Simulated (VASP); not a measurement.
Input of a VASP 6.6.1 run:

File INCAR:

```
SYSTEM = Ge
ALGO     = Normal         ! electronic algorithm
EDIFF    = 1E-6           ! SCF threshold, eV
ENCUT    = 520            ! plane-wave cutoff, eV
GGA      = PS             ! functional
ISIF     = 2              ! what is computed and relaxed
ISMEAR   = 0              ! smearing method
LASPH    = .True.         ! aspherical terms in the spheres
LCHARG   = .False.        ! write CHGCAR
LREAL    = .False.        ! projectors in reciprocal space
LWAVE    = .False.        ! write WAVECAR
NBANDS   = 21             ! bands
NELM     = 80             ! most SCF steps
PREC     = Accurate       ! precision mode
SIGMA    = 0.15           ! smearing width, eV
```

File KPOINTS:

```
k-points
0
Gamma
  18 18 10
  0 0 0
```

Contents of POSCAR:

```
Ge
1.0
    1.4806126604     -2.5817161620      0.0000000000
    1.4806126604      2.5817161620      0.0000000000
    0.0000000000      0.0000000000      4.7275957900
Ge
2
Direct
    0.6665533700      0.3334466300      0.2500000000
    0.3334466300      0.6665533700      0.7500000000
```

Potentials or basis: VASP PAW PBE potentials, release 64 (Ge_d).

The run is started by

```bash
$ cat potpaw_PBE.64/Ge_d/POTCAR > POTCAR
$ mpirun -np 1 vasp_std > vasp.out
```

(1) Estimate the pressure.

(2) Predict the largest force.

(3) Estimate the band gap on the k mesh.

## Answers

(1) 1.2 GPa.

(2) 0.005 eV/Å.

(3) zero (bands 14 and 15 overlap by 9.97 eV).

Caveat: the cell differs from its parent crystal (strain -0.0050 x Voigt [1, 1, 0, 0, 0, 0]); the PAW data sets were made with another functional, which shifts forces and pressure a little.
